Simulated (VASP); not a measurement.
Set up this calculation in VASP 6.6.1, as the native input.

```
Task                   : relaxation of cell and atoms
Functional             : RPBE
Potentials or basis    : VASP PAW PBE potentials, release 64 (Zn, S)
Cutoff                 : 600 eV
k mesh                 : 8 × 8 × 3
Occupations            : fermi-dirac, width 0.05 eV
Spin                   : no spin polarisation
Dipole correction      : no
Further INCAR settings : ALGO = Normal; EDIFF = 1e-06; IBRION = 2; EDIFFG = -0.01; NSW = 60; ISIF = 3
```

The structure of ZnS (Wurtzite-4H) lies in POSCAR:

```
ZnS
1.0
    3.8227000000      0.0000000000      0.0000000000
   -1.9113500000      3.3105553110      0.0000000000
    0.0000000000      0.0000000000     12.5200000000
Zn S
4 4
Direct
    0.6666666667      0.3333333333      0.7500000000
    0.3333333333      0.6666666667      0.2500000000
    0.0000000000      0.0000000000      0.5000000000
    0.0000000000      0.0000000000      0.0000000000
    0.6666666667      0.3333333333      0.9375000000
    0.3333333333      0.6666666667      0.4375000000
    0.0000000000      0.0000000000      0.6875000000
    0.0000000000      0.0000000000      0.1875000000
```

These files were run (other wordings do the same):

INCAR

```
SYSTEM = ZnS
PREC = Accurate
ENCUT = 600
EDIFF = 1E-6
ISMEAR = -1
SIGMA = 0.05
LREAL = .False.
LASPH = .True.
NELM = 100
ALGO = Normal
ISIF = 3
LWAVE = .False.
LCHARG = .False.
GGA = RP
IBRION = 2
NSW = 60
EDIFFG = -0.01
```

KPOINTS

```
Automatic mesh
0
Gamma
  8 8 3
  0 0 0
```

Potentials or basis: VASP PAW PBE potentials, release 64 (Zn, S).

Command:

```sh
$ cat potpaw_PBE.64/Zn/POTCAR potpaw_PBE.64/S/POTCAR > POTCAR
$ mpirun -np 1 vasp_std > vasp.out
```

Results of the run:

```json
{"Relaxed volume": "20.97 Å³/atom", "Relaxed cell": "a = 3.898 Å, b = 3.898 Å, c = 12.754 Å, α = 90.00°, β = 90.00°, γ = 120.00°", "Space group after relaxing (to 0.05 Å)": "P6_3mc (No. 186)", "Energy gained by relaxing": "14.0 meV/atom", "Ionic steps": "6", "Pressure after relaxing": "0.0 GPa", "Largest force after relaxing": "0.008 eV/Å", "Band gap on the k mesh": "2.05 eV, direct"}
```

Caveat: the PAW data sets were made with another functional, which shifts forces and pressure a little.

It took 6.5 min on 1 thread of Intel(R) Xeon(R) 6975P-C (Granite Rapids) (shared host), peak memory 0.38 GiB.
